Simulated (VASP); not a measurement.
Set up this calculation in VASP 6.6.1, as the native input.

| Property | Result |
| --- | --- |
| Task | single point |
| Functional | PBE |
| Potentials or basis | VASP PAW PBE potentials, release 64 (Si, C) |
| Cutoff | 520 eV |
| k mesh | 10 × 10 × 2 |
| Occupations | gaussian, width 0.05 eV |
| Spin | no spin polarisation |
| Dipole correction | no |
| Further INCAR settings | ALGO = Normal; EDIFF = 1e-07; NBANDS = 36 |

The structure of SiC lies in POSCAR:

```
SiC
1.0
    2.1898640950     -2.1898640950      0.0000000000
    2.1898640950      0.0000000000     -2.1898640950
   12.2235579950     12.2235579950     12.2235579950
Si C
6 6
Direct
    1.0000000000      0.0000000000      0.2836320519
    0.3333333333      0.3333333333      0.1641979724
    0.6666666667      0.6666666667      0.4030661313
    1.0000000000      1.0000000000      0.6419342902
    0.3333333333      0.3333333333      0.5225002107
    0.6666666667      0.6666666667      0.0447638930
    0.6666666667      0.6666666667      0.3134905717
    0.0000000000      0.0000000000      0.1940564923
    0.3333333333      0.3333333333      0.4329246512
    0.6666666667      0.6666666667      0.6717928100
    0.0000000000      0.0000000000      0.5523587306
    0.3333333333      0.3333333333      0.0746224128
```

This cell differs from its parent crystal: the distance across one plane changed.

The input as run:

INCAR

```
ALGO = Normal ; EDIFF = 1E-7
ENCUT = 520 ; GGA = PE
ISIF = 2 ; ISMEAR = 0
LASPH = T ; LCHARG = T
LELF = T ; LREAL = F
LVHAR = T ; LWAVE = F
NBANDS = 36 ; NELM = 100
PREC = Accurate ; SIGMA = 0.05
```

KPOINTS

```
k-points
0
Gamma
  10 10 2
```

Potentials or basis: VASP PAW PBE potentials, release 64 (Si, C).

Command:

```sh
$ cat potpaw_PBE.64/Si/POTCAR potpaw_PBE.64/C/POTCAR > POTCAR
$ mpirun -np 1 vasp_std > vasp.out
```

It gave:

```
Pressure               : -0.2 GPa
Largest force          : 2.792 eV/Å
Band gap on the k mesh : zero (bands 24 and 25 overlap by 0.14 eV)
```

Caveat: the cell differs from its parent crystal (the distance across one plane changed); forces of over 1 eV/Å act on the atoms, so gaps and moduli don't describe the material at rest.

Run time: 3.8 min on 1 thread of Intel(R) Xeon(R) 6975P-C (Granite Rapids), with other jobs on the host, peak memory 0.35 GiB.
